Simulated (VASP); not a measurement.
# Si (a cell with a defect) in VASP: single point with LDA

Aim: the single point of Si (a cell with a defect) with LDA.

Program: VASP 6.6.1. These are calculated values, not measurements. Logs are shortened: lines on timing, memory, paths and dates and some standing lists are left out, and cuts for length are marked.

### 1 The cell of the first run

The cell holds a defect, 63 atoms: a = 10.860 Å, b = 10.860 Å, c = 10.860 Å, α = 90.00°, β = 90.00°, γ = 90.00°.

### 2 Single point, LDA

INCAR reads:

```
  PREC = Accurate
  ENCUT = 520
  EDIFF = 1E-6
  ISMEAR = 0
  SIGMA = 0.05
  LREAL = Auto
  LASPH = True
  NELM = 100
  ALGO = Normal
  ISIF = 2
  LWAVE = False
  LCHARG = True
  GGA = CA
  LELF = True
  LVHAR = True
  NELECT = 254.0
  NBANDS = 163
```

KPOINTS reads:

```
regular mesh
0
Gamma
  1 1 1
```

POSCAR reads:

```
Si
1.0
   10.8600000000      0.0000000000      0.0000000000
    0.0000000000     10.8600000000      0.0000000000
    0.0000000000      0.0000000000     10.8600000000
Si
63
Direct
    0.3774094022      0.1225905978     -0.1225905978
    0.6225905978      0.1225905978      0.1225905978
    0.7484679221      0.2484679221     -0.0012004340
    0.8746093177      0.3746093177      0.1246189996
    0.7484679221     -0.0012004340      0.2484679221
    0.8746093177      0.1246189996      0.3746093177
    0.0000000000      0.0000000000      0.0000000000
    0.1245736298      0.1244002909      0.1244002909
    0.2515320779      0.2484679221      0.0012004340
    0.3755997091      0.3754263702      0.1244002909
    0.5000000000      0.5000000000      0.0000000000
    0.6244002909      0.6245736298      0.1244002909
    0.7484679221      0.7515320779      0.0012004340
    0.8754263702      0.8755997091      0.1244002909
    0.2515320779      0.0012004340      0.2484679221
    0.3755997091      0.1244002909      0.3754263702
    0.4987995660      0.2484679221      0.2484679221
    0.6246189996      0.3746093177      0.3746093177
    0.7497568681      0.4996120589      0.2497568681
    0.8754156626      0.6245843374      0.3754156626
    0.5000000000      0.0000000000      0.5000000000
    0.6244002909      0.1244002909      0.6245736298
    0.7497568681      0.2497568681      0.4996120589
    0.8754156626      0.3754156626      0.6245843374
    0.7484679221      0.0012004340      0.7515320779
    0.8754263702      0.1244002909      0.8755997091
    0.0000000000      0.5000000000      0.0000000000
    0.1253906823      0.6253906823      0.1246189996
    0.2515320779      0.7515320779     -0.0012004340
    0.3774094022      0.8774094022      0.1225905978
   -0.0003879411      0.2497568681      0.2497568681
    0.1245843374      0.3754156626      0.3754156626
    0.2502431319      0.5003879411      0.2497568681
    0.3753810004      0.6253906823      0.3746093177
    0.5012004340      0.7515320779      0.2484679221
    0.6244002909      0.8755997091      0.3754263702
    0.0000000000      0.0000000000      0.5000000000
    0.1253906823      0.1246189996      0.6253906823
    0.2502431319      0.2497568681      0.5003879411
    0.3753810004      0.3746093177      0.6253906823
    0.5000000000      0.5000000000      0.5000000000
    0.6246189996      0.6253906823      0.6253906823
    0.7497568681      0.7502431319      0.5003879411
    0.8746093177      0.8753810004      0.6253906823
    0.2515320779     -0.0012004340      0.7515320779
    0.5012004340      0.2484679221      0.7515320779
    0.6244002909      0.3754263702      0.8755997091
    0.7497568681      0.5003879411      0.7502431319
    0.8746093177      0.6253906823      0.8753810004
    0.0003879411      0.7502431319      0.2497568681
    0.1253906823      0.8753810004      0.3746093177
    0.0000000000      0.5000000000      0.5000000000
    0.1245843374      0.6245843374      0.6245843374
    0.2502431319      0.7502431319      0.4996120589
    0.3755997091      0.8755997091      0.6245736298
    0.0003879411      0.2497568681      0.7502431319
    0.1253906823      0.3746093177      0.8753810004
    0.2502431319      0.4996120589      0.7502431319
    0.3755997091      0.6245736298      0.8755997091
    0.4987995660      0.7515320779      0.7515320779
    0.6225905978      0.8774094022      0.8774094022
   -0.0003879411      0.7502431319      0.7502431319
    0.1245736298      0.8755997091      0.8755997091
```

Potentials or basis: VASP PAW LDA potentials, release 64 (Si).

Run with:

```bash
cat potpaw_LDA.64/Si/POTCAR > POTCAR
mpirun -np 1 vasp_gam > vasp.out
```

OUTCAR:

```text
PREC = Accurate
   ENCUT = 520
   EDIFF = 1E-6
   ISMEAR = 0
   LREAL = Auto
   LASPH = True
   NELM = 100
   ISIF = 2
   GGA = CA
   NELECT = 254.0

 ion  position               nearest neighbor table
   1  0.377  0.123  0.877-   9 2.35  45 2.35  46 2.35
   2  0.623  0.123  0.123-   3 2.35   5 2.35  17 2.35
   3  0.748  0.248  0.999-  26 2.35  47 2.35   2 2.35   4 2.37
   4  0.875  0.375  0.125-  19 2.35  31 2.35  27 2.35   3 2.37
   5  0.748  0.999  0.248-  36 2.35  14 2.35   2 2.35   6 2.37
   6  0.875  0.125  0.375-  23 2.35  31 2.35  37 2.35   5 2.37
   7  0.000  0.000  0.000-   8 2.34  14 2.34  26 2.34  63 2.34
   8  0.125  0.124  0.124-   7 2.34   9 2.35  15 2.35  31 2.36
[... 19 lines left out ...]
  28  0.125  0.625  0.125-  33 2.35  50 2.35  27 2.35  29 2.37
  29  0.252  0.752  0.999-  59 2.35  63 2.35  30 2.35  28 2.37
  30  0.377  0.877  0.123-  15 2.35  29 2.35  35 2.35
  31  1.000  0.250  0.250-   4 2.35   6 2.35   8 2.36  32 2.36
  32  0.125  0.375  0.375-  52 2.34  33 2.36  39 2.36  31 2.36
  33  0.250  0.500  0.250-  28 2.35  34 2.35  10 2.36  32 2.36
  34  0.375  0.625  0.375-  33 2.35  54 2.35  41 2.35  35 2.37
  35  0.501  0.752  0.248-  36 2.35  12 2.35  30 2.35  34 2.37
  36  0.624  0.876  0.375-  21 2.34   5 2.35  35 2.35  43 2.36
[... 22 lines left out ...]
  59  0.376  0.625  0.876-  11 2.34  29 2.35  60 2.35  58 2.36
  60  0.499  0.752  0.752-  55 2.35  59 2.35  61 2.35  42 2.37
  61  0.623  0.877  0.877-  13 2.35  25 2.35  60 2.35
  62  1.000  0.750  0.750-  44 2.35  49 2.35  63 2.36  53 2.36
  63  0.125  0.876  0.876-   7 2.34  29 2.35  45 2.35  62 2.36

  LATTYP: Found a simple cubic cell.
 ALAT       =    10.8600000000

  Lattice vectors:

 A1 = (  10.8600000000,   0.0000000000,   0.0000000000)
 A2 = (   0.0000000000,  10.8600000000,   0.0000000000)
 A3 = (   0.0000000000,   0.0000000000,  10.8600000000)

Analysis of symmetry for initial positions (statically):
=====================================================================
 Subroutine PRICEL returns:
 Original cell was already a primitive cell.

 Routine SETGRP: Setting up the symmetry group for a
 simple cubic supercell.

 Subroutine GETGRP returns: Found 24 space group operations
 (whereof  8 operations were pure point group operations)
 out of a pool of 48 trial point group operations.

The static configuration has the point symmetry D_2d.
 The point group associated with its full space group is T_d .

Analysis of symmetry for dynamics (positions and initial velocities):
=====================================================================
 Subroutine PRICEL returns:
 Original cell was already a primitive cell.

 Routine SETGRP: Setting up the symmetry group for a
 simple cubic supercell.

 Subroutine GETGRP returns: Found 24 space group operations
 (whereof  8 operations were pure point group operations)
 out of a pool of 48 trial point group operations.

The dynamic configuration has the point symmetry D_2d.
 The point group associated with its full space group is T_d .

 Subroutine INISYM returns: Found 24 space group operations
 (whereof  8 operations are pure point group operations),
 and found     1 'primitive' translations

----------------------------------------------------------------------------------------

                                     Primitive cell

  volume of cell :    1280.8241

  direct lattice vectors                    reciprocal lattice vectors
    10.860000000  0.000000000  0.000000000     0.092081031  0.000000000  0.000000000
     0.000000000 10.860000000  0.000000000     0.000000000  0.092081031  0.000000000
     0.000000000  0.000000000 10.860000000     0.000000000  0.000000000  0.092081031

  length of vectors
    10.860000000 10.860000000 10.860000000     0.092081031  0.092081031  0.092081031

  position of ions in fractional coordinates (direct lattice)
     0.377409402  0.122590598  0.877409402
     0.622590598  0.122590598  0.122590598
     0.748467922  0.248467922  0.998799566
     0.874609318  0.374609318  0.124619000
     0.748467922  0.998799566  0.248467922
     0.874609318  0.124619000  0.374609318
[... 55 lines left out ...]
     0.999612059  0.750243132  0.750243132
     0.124573630  0.875599709  0.875599709

  ion indices of the primitive-cell ions
   primitive index   ion index
                 1           1
                 2           2
                 3           3
                 4           4
                 5           5
                 6           6
[... 55 lines left out ...]
                62          62
                63          63

----------------------------------------------------------------------------------------

 KPOINTS: regular mesh

Automatic generation of k-mesh.
 Grid dimensions read from file:
 generate k-points for:    1    1    1

 Generating k-lattice:

  Cartesian coordinates                     Fractional coordinates (reciprocal lattice)
     0.092081031  0.000000000  0.000000000     1.000000000  0.000000000  0.000000000
     0.000000000  0.092081031  0.000000000     0.000000000  1.000000000  0.000000000
     0.000000000  0.000000000  0.092081031     0.000000000  0.000000000  1.000000000

  Length of vectors
     0.092081031  0.092081031  0.092081031

  Shift w.r.t. Gamma in fractional coordinates (k-lattice)
     0.000000000  0.000000000  0.000000000

 Subroutine IBZKPT returns following result:
 ===========================================

 Found      1 irreducible k-points:

 Following reciprocal coordinates:
            Coordinates               Weight
  0.000000  0.000000  0.000000      1.000000
   k-points           NKPTS =      1   k-points in BZ     NKDIM =      1   number of bands    NBANDS=    163
   number of dos      NEDOS =    301   number of ions     NIONS =     63
   total plane-waves  NPLWV = 592704
   dimension x,y,z NGX =    84 NGY =   84 NGZ =   84
   dimension x,y,z NGXF=   168 NGYF=  168 NGZF=  168
   ions per type =              63
   NGX,Y,Z   is equivalent  to a cutoff of  12.86, 12.86, 12.86 a.u.
   NGXF,Y,Z  is equivalent  to a cutoff of  25.72, 25.72, 25.72 a.u.
 SYSTEM =  unknown system
   PREC   = accura    normal or accurate (medium, high low for compatibility)
   ISTART =      0    job   : 0-new  1-cont  2-samecut
   ICHARG =      2    charge: 1-file 2-atom 10-const
   ISPIN  =      1    spin polarized calculation?
   LNONCOLLINEAR =      F non collinear calculations
   LSORBIT =      F    spin-orbit coupling
   LASPH  =      T    aspherical Exc in radial PAW
   ENCUT  =  520.0 eV  38.22 Ry    6.18 a.u.  20.19 20.19 20.19*2*pi/ulx,y,z
   NELM   =    100;   NELMIN=  2; NELMDL= -5     # of ELM steps
   EDIFF  = 0.1E-05   stopping-criterion for ELM
   LREAL  =      T    real-space projection
   EDIFFG = 0.1E-04   stopping-criterion for IOM
   NSW    =      0    number of steps for IOM
   IBRION =     -1    ionic relax: 0-MD 1-quasi-New 2-CG
   NFREE  =      0    steps in history (QN), initial steepest desc. (CG)
   ISIF   =      2    stress and relaxation
   ISYM   =      2    0-nonsym 1-usesym 2-fastsym
   POTIM  = 0.5000    time-step for ionic-motion
   TEBEG  =    0.0;   TEEND  =   0.0 temperature during run
   PSTRESS=    0.0 pullay stress
   NELECT =     254.0000    total number of electrons
   NUPDOWN=      -1.0000    fix difference up-down
   EMIN   =  10.00;   EMAX   =-10.00  energy-range for DOS
   EFERMI =   0.00;   METHOD = LEGACY
   ISMEAR =     0;   SIGMA  =   0.05  broadening in eV -4-tet -1-fermi 0-gaus
   EFERMI_NEDOS =   21; number of points for ismear=-14 and -15
   IALGO  =     38    algorithm
   IMIX   =      4    mixing-type and parameters
     AMIX     =   0.40;   BMIX     =  1.00
     AMIX_MAG =   1.60;   BMIX_MAG =  1.00
  volume/ion in A,a.u.               =      20.33       137.20
  Fermi-wavevector in a.u.,A,eV,Ry     =   0.954677  1.804077 12.400449  0.911407
  Thomas-Fermi vector in A             =   2.083445
   LORBIT       =      0    0 simple, 1 ext, 2 COOP (PROOUT), +10 PAW based schemes
   GGA     = CA    functional components
   LHFCALC =     F    Hartree Fock is set to
   AEXX    =    0.0000 exact exchange contribution
   IVDW    =     0    specifies the selected vdW correction
   LEPSILON=     F    determine dielectric tensor
   LRPA    =     F    only Hartree local field effects (RPA)
 non-spin polarized calculation
 Gauss-broadening in eV      SIGMA  =   0.05
  energy-cutoff  :      520.00
  volume of cell :     1280.82
 maximum number of plane-waves:     17229
 NGX is ok and might be reduce to    84
   NGX = 41   NGY = 41   NGZ = 41

 number of electron     253.9999980 magnetization

 Free energy of the ion-electron system (eV)
  ---------------------------------------------------
  ext. energy  EPLUGINS =         0.00000000
  ---------------------------------------------------
  free energy    TOTEN  =      -352.91479634 eV

  energy without entropy =     -352.80729289  energy(sigma->0) =     -352.86104461

 E-fermi :   6.1935     XC(G=0):  -9.5709

 val. band max:        6.1847247692   @ k =   0.0000   0.0000   0.0000
 cond. band min:       6.2382865280   @ k =   0.0000   0.0000   0.0000
 fundamental gap:      0.0535617588
 Fermi energy:         6.1935034809

 k-point     1 :       0.0000    0.0000    0.0000
  band No.  band energies     occupation
      1      -6.3026      2.00000
      2      -5.2655      2.00000
      3      -5.2655      2.00000
      4      -5.2339      2.00000
      5      -5.2339      2.00000
      6      -5.2339      2.00000
[... 131 lines left out ...]
    138       6.7993      0.00000
    139       6.7993      0.00000
 [bands above 139 left out]

------------------------ aborting loop because EDIFF is reached ----------------------------------------

  FORCE on cell =-STRESS in cart. coord.  units (eV):
  Direction    XX          YY          ZZ          XY          YZ          ZX
  --------------------------------------------------------------------------------------
  -------------------------------------------------------------------------------------
  Total        6.9014583      6.9014583      6.9014583      0.0000000     -0.0000000     -0.0000000
  in kB        8.6330046      8.6330046      8.6330046      0.0000000     -0.0000000     -0.0000000
  external PRESSURE =       8.6330046 kB  Pullay stress =       0.0000000 kB

 VOLUME and BASIS-vectors are now :
 -----------------------------------------------------------------------------
  energy-cutoff  :      520.00
  volume of cell :     1280.82
      direct lattice vectors                 reciprocal lattice vectors
    10.860000000  0.000000000  0.000000000     0.092081031  0.000000000  0.000000000
     0.000000000 10.860000000  0.000000000     0.000000000  0.092081031  0.000000000
     0.000000000  0.000000000 10.860000000     0.000000000  0.000000000  0.092081031

 POSITION                                       TOTAL-FORCE (eV/Angst)
 -----------------------------------------------------------------------------------
      4.09867      1.33133      9.52867         0.012453     -0.012453      0.012453
      6.76133      1.33133      1.33133        -0.012453     -0.012453     -0.012453
      8.12836      2.69836     10.84696         0.004780      0.004780     -0.004072
      9.49826      4.06826      1.35336         0.004552      0.004552      0.010127
      8.12836     10.84696      2.69836         0.004780     -0.004072      0.004780
      9.49826      1.35336      4.06826         0.004552      0.010127      0.004552
[... 55 lines left out ...]
     10.85579      8.14764      8.14764        -0.005047      0.002513      0.002513
      1.35287      9.50901      9.50901         0.001960     -0.005036     -0.005036
 -----------------------------------------------------------------------------------
    total drift:                               -0.000000     -0.000000     -0.000000

  FREE ENERGIE OF THE ION-ELECTRON SYSTEM (eV)
  ---------------------------------------------------
  free  energy   TOTEN  =      -352.9147963365 eV

  energy  without entropy=     -352.8072928913  energy(sigma->0) =     -352.86104461
```

It took 9.2 min on 1 thread of AMD EPYC 7R43 (Zen 3), shared host; peak memory 0.64 GiB.

What came out:

| Property | Result |
| --- | --- |
| Free energy | -352.9148 eV |
| Largest force | 0.022 eV/Å |

Forces on the atoms (eV/Å):
```
Si   0.012 -0.012  0.012
Si  -0.012 -0.012 -0.012
Si   0.005  0.005 -0.004
Si   0.005  0.005  0.010
Si   0.005 -0.004  0.005
Si   0.005  0.010  0.005
Si   0.000  0.000  0.000
Si   0.002  0.005  0.005
Si  -0.005  0.005  0.004
Si  -0.005 -0.002  0.005
Si   0.000  0.000  0.000
Si   0.005  0.002  0.005
Si   0.005 -0.005  0.004
Si  -0.002 -0.005  0.005
Si  -0.005  0.004  0.005
Si  -0.005  0.005 -0.002
Si  -0.004  0.005  0.005
Si   0.010  0.005  0.005
Si  -0.003 -0.005 -0.003
Si  -0.001  0.001 -0.001
Si   0.000  0.000  0.000
Si   0.005  0.005  0.002
Si  -0.003 -0.003 -0.005
Si  -0.001 -0.001  0.001
Si   0.005  0.004 -0.005
Si  -0.002  0.005 -0.005
Si   0.000  0.000  0.000
Si  -0.005 -0.005  0.010
Si  -0.005 -0.005 -0.004
Si   0.012  0.012 -0.012
Si  -0.005 -0.003 -0.003
Si   0.001 -0.001 -0.001
Si   0.003  0.005 -0.003
Si  -0.010 -0.005  0.005
Si   0.004 -0.005  0.005
Si   0.005 -0.005 -0.002
Si   0.000  0.000  0.000
Si  -0.005  0.010 -0.005
Si   0.003 -0.003  0.005
Si  -0.010  0.005 -0.005
Si   0.000  0.000  0.000
Si   0.010 -0.005 -0.005
Si  -0.003  0.003  0.005
Si   0.005 -0.010 -0.005
Si  -0.005 -0.004 -0.005
Si   0.004  0.005 -0.005
Si   0.005 -0.002 -0.005
Si  -0.003  0.005  0.003
Si   0.005 -0.005 -0.010
Si   0.005  0.003 -0.003
Si  -0.005 -0.010  0.005
Si   0.000  0.000  0.000
Si   0.001  0.001  0.001
Si   0.003  0.003 -0.005
Si  -0.005 -0.005  0.002
Si   0.005 -0.003  0.003
Si  -0.005  0.005 -0.010
Si   0.003 -0.005  0.003
Si  -0.005  0.002 -0.005
Si  -0.004 -0.005 -0.005
Si  -0.012  0.012  0.012
Si  -0.005  0.003  0.003
Si   0.002 -0.005 -0.005
```

Caveat: the k points lie up to 0.58 Å⁻¹ apart; the cell carries a net charge on a neutralising background, which shifts energy and pressure; the cell is charged against a uniform background, so pressure and absolute levels hang on convention.
